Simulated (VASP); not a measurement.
# Sr (Fm-3m) in VASP: notebook, part 2 of 3

VASP 6.6.1.

**3. Electric field gradients, LDA (volume scaled by 1.02)**

INCAR

```
ALGO = Normal
EDIFF = 1E-8
ENCUT = 520
ISIF = 2
ISMEAR = -1
LASPH = T
LCHARG = F
LEFG = T
LREAL = F
LWAVE = F
NBANDS = 11
NELM = 80
PREC = Accurate
SIGMA = 0.08
```

KPOINTS

```
k-points
0
Gamma
  10 10 10
```

POSCAR

```
Sr
1.0
    0.0000000000      3.0624986004      3.0624986004
    3.0624986004      0.0000000000      3.0624986004
    3.0624986004      3.0624986004      0.0000000000
Sr
1
Direct
    0.0000000000      0.0000000000      0.0000000000
```

Potentials or basis: VASP PAW LDA potentials, release 64 (Sr_sv).

On the command line:

```console
$ cat potpaw_LDA.64/Sr_sv/POTCAR > POTCAR
$ mpirun -np 1 vasp_std > vasp.out
```

OUTCAR:

```text
EDIFF = 1E-8
   ENCUT = 520
   ISIF = 2
   ISMEAR = -1
   LASPH = T
   LREAL = F
   NELM = 80
   PREC = Accurate

 ion  position               nearest neighbor table
   1  0.000  0.000  0.000-

  LATTYP: Found a face centered cubic cell.
 ALAT       =     6.1249972008

  Lattice vectors:

 A1 = (   0.0000000000,   3.0624986004,   3.0624986004)
 A2 = (   3.0624986004,   0.0000000000,   3.0624986004)
 A3 = (   3.0624986004,   3.0624986004,   0.0000000000)

Analysis of symmetry for initial positions (statically):
=====================================================================
 Subroutine PRICEL returns:
 Original cell was already a primitive cell.

 Routine SETGRP: Setting up the symmetry group for a
 face centered cubic supercell.

 Subroutine GETGRP returns: Found 48 space group operations
 (whereof 48 operations were pure point group operations)
 out of a pool of 48 trial point group operations.

The static configuration has the point symmetry O_h .

Analysis of symmetry for dynamics (positions and initial velocities):
=====================================================================
 Subroutine PRICEL returns:
 Original cell was already a primitive cell.

 Routine SETGRP: Setting up the symmetry group for a
 face centered cubic supercell.

 Subroutine GETGRP returns: Found 48 space group operations
 (whereof 48 operations were pure point group operations)
 out of a pool of 48 trial point group operations.

The dynamic configuration has the point symmetry O_h .

 Subroutine INISYM returns: Found 48 space group operations
 (whereof 48 operations are pure point group operations),
 and found     1 'primitive' translations

[... 152 lines left out ...]
      5      -2.3189      2.00000
      6       3.4657      0.00000
      7       3.4657      0.00000
      8       3.4657      0.00000
      9       4.8477      0.00000
     10       4.8477      0.00000
     11       8.3205      0.00000
[... 309 lines left out ...]
 k-point    24 :       0.4000    0.3000    0.0000
  band No.  band energies     occupation
      1     -35.2591      2.00000
      2     -17.3926      2.00000
      3     -17.3153      2.00000
      4     -17.3100      2.00000
      5      -0.0947      2.00000
      6       1.8672      0.00125
      7       2.5552      0.00000
      8       4.5596      0.00000
      9       4.8926      0.00000
     10       5.7498      0.00000
     11       7.2708      0.00000

 [... further k-points ...]
[... 5 lines left out ...]
  --------------------------------------------------------------------------------------
  -------------------------------------------------------------------------------------
  Total       -0.6146553     -0.6146553     -0.6146553      0.0000000      0.0000000     -0.0000000
  in kB      -17.1429078    -17.1429078    -17.1429078      0.0000000      0.0000000     -0.0000000
  external PRESSURE =     -17.1429078 kB  Pullay stress =       0.0000000 kB

 VOLUME and BASIS-vectors are now :
 -----------------------------------------------------------------------------
  energy-cutoff  :      520.00
  volume of cell :       57.45
      direct lattice vectors                 reciprocal lattice vectors
     0.000000000  3.062498600  3.062498600    -0.163265381  0.163265381  0.163265381
     3.062498600  0.000000000  3.062498600     0.163265381 -0.163265381  0.163265381
     3.062498600  3.062498600  0.000000000     0.163265381  0.163265381 -0.163265381

 POSITION                                       TOTAL-FORCE (eV/Angst)
 -----------------------------------------------------------------------------------
      0.00000      0.00000      0.00000         0.000000      0.000000      0.000000
 -----------------------------------------------------------------------------------
    total drift:                                0.000000      0.000000      0.000000

  FREE ENERGIE OF THE ION-ELECTRON SYSTEM (eV)
  ---------------------------------------------------
  free  energy   TOTEN  =        -1.8565907204 eV

  energy  without entropy=       -1.8281577317  energy(sigma->0) =       -1.84237423

 Electric field gradients (V/A^2)
---------------------------------------------------------------------
 ion       V_xx      V_yy      V_zz      V_xy      V_xz      V_yz
---------------------------------------------------------------------
   1       0.000    -0.000     0.000    -0.000    -0.000    -0.000
---------------------------------------------------------------------

 Electric field gradients after diagonalization (V/A^2)
 (convention: |V_zz| > |V_xx| > |V_yy|)
----------------------------------------------------------------------
 ion       V_xx      V_yy      V_zz     asymmetry (V_yy - V_xx)/ V_zz
----------------------------------------------------------------------
   1       0.000     0.000    -0.000       0.000
----------------------------------------------------------------------

           NMR quadrupolar parameters

 Cq : quadrupolar parameter    Cq=e*Q*V_zz/h
 eta: asymmetry parameters     (V_yy - V_xx)/ V_zz
 Q  : nuclear electric quadrupole moment in mb (millibarn)
----------------------------------------------------------------------
 ion       Cq(MHz)       eta       Q (mb)
----------------------------------------------------------------------
   1      -0.000       0.000       1.000
----------------------------------------------------------------------
```

OSZICAR:

```text
N       E                     dE             d eps       ncg     rms          rms(c)
DAV:   1     0.350918383210E+02    0.35092E+02   -0.46374E+03  1034   0.775E+02
DAV:   2    -0.260520308488E+00   -0.35352E+02   -0.34692E+02  1213   0.153E+02
DAV:   3    -0.180422821170E+01   -0.15437E+01   -0.15236E+01  1585   0.231E+01
DAV:   4    -0.185697187105E+01   -0.52744E-01   -0.52593E-01  1288   0.400E+00
DAV:   5    -0.185813899443E+01   -0.11671E-02   -0.11671E-02  1489   0.486E-01    0.108E+01
DAV:   6    -0.185737369031E+01    0.76530E-03   -0.62603E-03  1244   0.955E-01    0.606E+00
DAV:   7    -0.185663924057E+01    0.73445E-03   -0.10520E-02  1154   0.120E+00    0.284E-01
DAV:   8    -0.185656814470E+01    0.71096E-04   -0.15050E-03  1596   0.214E-01    0.612E-02
DAV:   9    -0.185658455982E+01   -0.16415E-04   -0.17640E-05  1267   0.329E-02    0.291E-02
DAV:  10    -0.185659038491E+01   -0.58251E-05   -0.52287E-06  1390   0.207E-02    0.946E-03
DAV:  11    -0.185659074022E+01   -0.35531E-06   -0.50267E-07  1285   0.654E-03    0.741E-03
DAV:  12    -0.185659072368E+01    0.16534E-07   -0.68396E-08  1794   0.199E-03    0.343E-03
DAV:  13    -0.185659072039E+01    0.32935E-08   -0.45698E-09   700   0.767E-04
   1 F= -.18565907E+01 E0= -.18423742E+01  d E =-.284330E-01
```

stdout:

```text
POSCAR found type information on POSCAR Sr
 POSCAR found :  1 types and       1 ions
 scaLAPACK will be used
 LDA part: xc-table for (Slater(with rela. corr.)+CA(PZ))
 , standard interpolation
 POSCAR, INCAR and KPOINTS ok, starting setup
 FFT: planning ... GRIDC
 FFT: planning ... GRID_SOFT
 FFT: planning ... GRID
 WAVECAR not read
 entering main loop
ion   1
```

It took 11 s on 1 thread of Intel Xeon Platinum 8488C (Sapphire Rapids), shared host; peak memory 0.16 GiB.

Results:

```yaml
Free_energy: -1.8566 eV
Pressure: -1.7 GPa
Band_gap_on_the_k_mesh: zero (band 5 reaches 1.34 eV, above the bottom of band 6 at 1.29 eV)
```

Caveat: without QUAD_EFG the Cq values of the log hold for a quadrupole moment of 1 mb, not for the nuclei.

**4. Electric field gradients, LDA (volume scaled by 1.02)**

INCAR

```
SYSTEM = Sr
ALGO = Normal
EDIFF = 1E-8
ENCUT = 520
ISIF = 2
ISMEAR = -1
LASPH = .True.
LCHARG = .False.
LEFG = .True.
LREAL = .False.
LWAVE = .False.
NBANDS = 11
NELM = 60
PREC = Accurate
SIGMA = 0.08
```

KPOINTS

```
k-points
0
Gamma
  10 10 10
  0 0 0
```

POSCAR is that of step 3.

Potentials or basis: VASP PAW LDA potentials, release 64 (Sr_sv).

On the command line:

```console
$ cat potpaw_LDA.64/Sr_sv/POTCAR > POTCAR
$ mpirun -np 1 vasp_std > vasp.out
```

OUTCAR:

```text
SYSTEM = Sr
   EDIFF = 1E-8
   ENCUT = 520
   ISIF = 2
   ISMEAR = -1
   LASPH = .True.
   LREAL = .False.
   NELM = 60
   PREC = Accurate

 ion  position               nearest neighbor table
   1  0.000  0.000  0.000-

  LATTYP: Found a face centered cubic cell.
 ALAT       =     6.1249972008

  Lattice vectors:

 A1 = (   0.0000000000,   3.0624986004,   3.0624986004)
 A2 = (   3.0624986004,   0.0000000000,   3.0624986004)
 A3 = (   3.0624986004,   3.0624986004,   0.0000000000)

Analysis of symmetry for initial positions (statically):
=====================================================================
 Subroutine PRICEL returns:
 Original cell was already a primitive cell.

 Routine SETGRP: Setting up the symmetry group for a
 face centered cubic supercell.

 Subroutine GETGRP returns: Found 48 space group operations
 (whereof 48 operations were pure point group operations)
 out of a pool of 48 trial point group operations.

The static configuration has the point symmetry O_h .

Analysis of symmetry for dynamics (positions and initial velocities):
=====================================================================
 Subroutine PRICEL returns:
 Original cell was already a primitive cell.

 Routine SETGRP: Setting up the symmetry group for a
 face centered cubic supercell.

 Subroutine GETGRP returns: Found 48 space group operations
 (whereof 48 operations were pure point group operations)
 out of a pool of 48 trial point group operations.

The dynamic configuration has the point symmetry O_h .

 Subroutine INISYM returns: Found 48 space group operations
 (whereof 48 operations are pure point group operations),
 and found     1 'primitive' translations

----------------------------------------------------------------------------------------

                                     Primitive cell

  volume of cell :      57.4457

  direct lattice vectors                    reciprocal lattice vectors
     0.000000000  3.062498600  3.062498600    -0.163265381  0.163265381  0.163265381
     3.062498600  0.000000000  3.062498600     0.163265381 -0.163265381  0.163265381
     3.062498600  3.062498600  0.000000000     0.163265381  0.163265381 -0.163265381

  length of vectors
     4.331027055  4.331027055  4.331027055     0.282783935  0.282783935  0.282783935

  position of ions in fractional coordinates (direct lattice)
     0.000000000  0.000000000  0.000000000

  ion indices of the primitive-cell ions
   primitive index   ion index
                 1           1

----------------------------------------------------------------------------------------

 KPOINTS: k-points

Automatic generation of k-mesh.
 Grid dimensions read from file:
 generate k-points for:   10   10   10

 Generating k-lattice:

[... 69 lines left out ...]
   POTIM  = 0.5000    time-step for ionic-motion
   TEBEG  =    0.0;   TEEND  =   0.0 temperature during run
   PSTRESS=    0.0 pullay stress
   NELECT =      10.0000    total number of electrons
   NUPDOWN=      -1.0000    fix difference up-down
   EMIN   =  10.00;   EMAX   =-10.00  energy-range for DOS
   EFERMI =   0.00;   METHOD = LEGACY
   ISMEAR =    -1;   SIGMA  =   0.08  broadening in eV -4-tet -1-fermi 0-gaus
   EFERMI_NEDOS =   21; number of points for ismear=-14 and -15
   IALGO  =     38    algorithm
   IMIX   =      4    mixing-type and parameters
     AMIX     =   0.40;   BMIX     =  1.00
     AMIX_MAG =   1.60;   BMIX_MAG =  1.00
  volume/ion in A,a.u.               =      57.45       387.66
  Fermi-wavevector in a.u.,A,eV,Ry     =   0.914090  1.727380 11.368490  0.835560
  Thomas-Fermi vector in A             =   2.038677
   LORBIT       =      0    0 simple, 1 ext, 2 COOP (PROOUT), +10 PAW based schemes
   GGA     = CA    functional components
   LHFCALC =     F    Hartree Fock is set to
   AEXX    =    0.0000 exact exchange contribution
   IVDW    =     0    specifies the selected vdW correction
   LEPSILON=     F    determine dielectric tensor
   LRPA    =     F    only Hartree local field effects (RPA)
 non-spin polarized calculation
  energy-cutoff  :      520.00
  volume of cell :       57.45
 maximum number of plane-waves:      1572
   NGX = 17   NGY = 17   NGZ = 17

 number of electron      10.0000000 magnetization

 Free energy of the ion-electron system (eV)
  ---------------------------------------------------
  ext. energy  EPLUGINS =         0.00000000
  ---------------------------------------------------
  free energy    TOTEN  =        -1.85659072 eV

  energy without entropy =       -1.82815773  energy(sigma->0) =       -1.84237423

 E-fermi :   1.2772     XC(G=0):  -7.4221

 val. band max:        1.2650801382   @ k =  -0.3000   0.5000   0.2000
 cond. band min:       1.2851282114   @ k =  -0.3000   0.4000   0.1000
 fundamental gap:      0.0200480731
 Fermi energy:         1.2772314022

 k-point     1 :       0.0000    0.0000    0.0000
  band No.  band energies     occupation
      1     -35.2716      2.00000
      2     -17.2615      2.00000
      3     -17.2615      2.00000
      4     -17.2615      2.00000
      5      -2.3189      2.00000
      6       3.4657      0.00000
      7       3.4657      0.00000
      8       3.4657      0.00000
      9       4.8477      0.00000
     10       4.8477      0.00000
     11       8.3205      0.00000
[... 309 lines left out ...]
 k-point    24 :       0.4000    0.3000    0.0000
  band No.  band energies     occupation
      1     -35.2591      2.00000
      2     -17.3926      2.00000
      3     -17.3153      2.00000
      4     -17.3100      2.00000
      5      -0.0947      2.00000
      6       1.8672      0.00125
      7       2.5552      0.00000
      8       4.5596      0.00000
      9       4.8926      0.00000
     10       5.7498      0.00000
     11       7.2708      0.00000

 [... further k-points ...]

------------------------ aborting loop because EDIFF is reached ----------------------------------------

  FORCE on cell =-STRESS in cart. coord.  units (eV):
  Direction    XX          YY          ZZ          XY          YZ          ZX
  --------------------------------------------------------------------------------------
  -------------------------------------------------------------------------------------
  Total       -0.6146553     -0.6146553     -0.6146553      0.0000000      0.0000000     -0.0000000
  in kB      -17.1429078    -17.1429078    -17.1429078      0.0000000      0.0000000     -0.0000000
  external PRESSURE =     -17.1429078 kB  Pullay stress =       0.0000000 kB

 VOLUME and BASIS-vectors are now :
 -----------------------------------------------------------------------------
  energy-cutoff  :      520.00
  volume of cell :       57.45
      direct lattice vectors                 reciprocal lattice vectors
     0.000000000  3.062498600  3.062498600    -0.163265381  0.163265381  0.163265381
     3.062498600  0.000000000  3.062498600     0.163265381 -0.163265381  0.163265381
     3.062498600  3.062498600  0.000000000     0.163265381  0.163265381 -0.163265381

 POSITION                                       TOTAL-FORCE (eV/Angst)
 -----------------------------------------------------------------------------------
      0.00000      0.00000      0.00000         0.000000      0.000000      0.000000
 -----------------------------------------------------------------------------------
    total drift:                                0.000000      0.000000      0.000000

  FREE ENERGIE OF THE ION-ELECTRON SYSTEM (eV)
  ---------------------------------------------------
  free  energy   TOTEN  =        -1.8565907204 eV

  energy  without entropy=       -1.8281577317  energy(sigma->0) =       -1.84237423

 Electric field gradients (V/A^2)
---------------------------------------------------------------------
 ion       V_xx      V_yy      V_zz      V_xy      V_xz      V_yz
---------------------------------------------------------------------
   1       0.000    -0.000     0.000    -0.000    -0.000    -0.000
---------------------------------------------------------------------

 Electric field gradients after diagonalization (V/A^2)
 (convention: |V_zz| > |V_xx| > |V_yy|)
----------------------------------------------------------------------
 ion       V_xx      V_yy      V_zz     asymmetry (V_yy - V_xx)/ V_zz
----------------------------------------------------------------------
   1       0.000     0.000    -0.000       0.000
----------------------------------------------------------------------

           NMR quadrupolar parameters

 Cq : quadrupolar parameter    Cq=e*Q*V_zz/h
 eta: asymmetry parameters     (V_yy - V_xx)/ V_zz
 Q  : nuclear electric quadrupole moment in mb (millibarn)
----------------------------------------------------------------------
 ion       Cq(MHz)       eta       Q (mb)
----------------------------------------------------------------------
   1      -0.000       0.000       1.000
----------------------------------------------------------------------
```

OSZICAR:

```text
N       E                     dE             d eps       ncg     rms          rms(c)
DAV:   1     0.350918383210E+02    0.35092E+02   -0.46374E+03  1034   0.775E+02
DAV:   2    -0.260520308488E+00   -0.35352E+02   -0.34692E+02  1213   0.153E+02
DAV:   3    -0.180422821170E+01   -0.15437E+01   -0.15236E+01  1585   0.231E+01
DAV:   4    -0.185697187105E+01   -0.52744E-01   -0.52593E-01  1288   0.400E+00
DAV:   5    -0.185813899443E+01   -0.11671E-02   -0.11671E-02  1489   0.486E-01    0.108E+01
DAV:   6    -0.185737369031E+01    0.76530E-03   -0.62603E-03  1244   0.955E-01    0.606E+00
DAV:   7    -0.185663924057E+01    0.73445E-03   -0.10520E-02  1154   0.120E+00    0.284E-01
DAV:   8    -0.185656814470E+01    0.71096E-04   -0.15050E-03  1596   0.214E-01    0.612E-02
DAV:   9    -0.185658455982E+01   -0.16415E-04   -0.17640E-05  1267   0.329E-02    0.291E-02
DAV:  10    -0.185659038491E+01   -0.58251E-05   -0.52287E-06  1390   0.207E-02    0.946E-03
DAV:  11    -0.185659074022E+01   -0.35531E-06   -0.50267E-07  1285   0.654E-03    0.741E-03
DAV:  12    -0.185659072368E+01    0.16534E-07   -0.68396E-08  1794   0.199E-03    0.343E-03
DAV:  13    -0.185659072039E+01    0.32935E-08   -0.45698E-09   700   0.767E-04
   1 F= -.18565907E+01 E0= -.18423742E+01  d E =-.284330E-01
```

stdout:

```text
POSCAR found type information on POSCAR Sr
 POSCAR found :  1 types and       1 ions
 scaLAPACK will be used
 LDA part: xc-table for (Slater(with rela. corr.)+CA(PZ))
 , standard interpolation
 POSCAR, INCAR and KPOINTS ok, starting setup
 FFT: planning ... GRIDC
 FFT: planning ... GRID_SOFT
 FFT: planning ... GRID
 WAVECAR not read
 entering main loop
ion   1
```

Wall time 11 s (1 thread of Intel Xeon Platinum 8488C (Sapphire Rapids), shared host); peak memory 0.16 GiB.

Results:

- Free energy: -1.8566 eV
- Pressure: -1.7 GPa
- Band gap on the k mesh: zero (band 5 reaches 1.34 eV, above the bottom of band 6 at 1.29 eV)

Levels at points of the mesh, in eV from the Fermi level:
```
           k point  band 2  band 3  band 4  band 5  band 6  band 7  band 8  band 9
(0.00, 0.00, 0.00)  -18.54  -18.54  -18.54   -3.60    2.19    2.19    2.19    3.57
(0.50, 0.00, 0.00)  -18.71  -18.56  -18.56   -1.15    0.08    2.05    2.05    4.56
(0.50, 0.50, 0.00)  -18.70  -18.60  -18.60   -0.62    0.32    1.00    4.57    4.85
```

Caveat: without QUAD_EFG the Cq values of the log hold for a quadrupole moment of 1 mb, not for the nuclei.

(Continued in part 3 of 3.)
